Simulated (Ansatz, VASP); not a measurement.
## One calculation of InSb3, two programs

INCAR

```
SYSTEM = InSb3
PREC = Accurate
ENCUT = 520
EDIFF = 1E-6
ISMEAR = 0
SIGMA = 0.15
LREAL = .False.
LASPH = .True.
NELM = 80
ALGO = Normal
ISIF = 2
LWAVE = .False.
LCHARG = .False.
GGA = PE
NBANDS = 22
```

KPOINTS

```
regular mesh
0
Gamma
  8 8 8
  0 0 0
```

The input POSCAR:

```
InSb3
1.0
    4.7175854470      0.0000000000      0.0000000000
    0.0000000000      4.7175854470      0.0000000000
    0.0000000000      0.0000000000      4.7175854470
In Sb
1 3
Direct
    0.0000000000      0.0000000000      0.0000000000
    0.5000000000      0.0000000000      0.5000000000
    0.0000000000      0.5000000000      0.5000000000
    0.5000000000      0.5000000000      0.0000000000
```

Input for Ansatz:

```yaml
crystal:
  lattice:
    - [4.717585447, 0.0, 0.0]
    - [0.0, 4.717585447, 0.0]
    - [0.0, 0.0, 4.717585447]
  atoms:
    - { symbol: In, position: [0.0, 0.0, 0.0] }
    - { symbol: Sb, position: [0.5, 0.0, 0.5] }
    - { symbol: Sb, position: [0.0, 0.5, 0.5] }
    - { symbol: Sb, position: [0.5, 0.5, 0.0] }
basis:
  ecutwfc: 420
kpoints:
  mp_grid: { grid: [8, 8, 8] }
hamiltonian:
  xc: pbe
  pseudopotentials: { kind: paw, azcp: { folder: soft_1 } }
scf:
  occupations: { method: gaussian, width: 0.15 }
output:
  forces: true
  stress: true
  eigenvalues: true
  write_density: true
  write_potential: true
  elf: true
  volumetric_format: npy
```

Change from the starting cell: equal engineering shear yz, xz and xy +0.0000, equal normal strain along x, y and z -0.0200.

Alike in both runs: task single point; functional PBE; k mesh 8 × 8 × 8; occupations gaussian, width 0.15 eV; no spin polarisation.

|  | VASP | Ansatz |
| --- | --- | --- |
| version | VASP 6.6.1 | Ansatz 0.2.0 |
| potentials or method | VASP PAW PBE potentials, release 64 (In_d, Sb), cutoff 520 eV | scalar-relativistic, plane waves, PAW |
| valence electrons in the cell | 28 | 58 |

```tsv
	VASP	Ansatz	Ansatz less VASP
gap on the k mesh at the Fermi level (eV)	none	none	-
pressure (GPa)	3.5	3.6	+0.09
```

A gap of «none» marks a metal or a gap that the smearing closes. VASP's potentials hold 28 valence electrons a cell and Ansatz's 58, so a difference there can come from the potentials and not from the codes.

Neither program's run includes spin-orbit coupling.
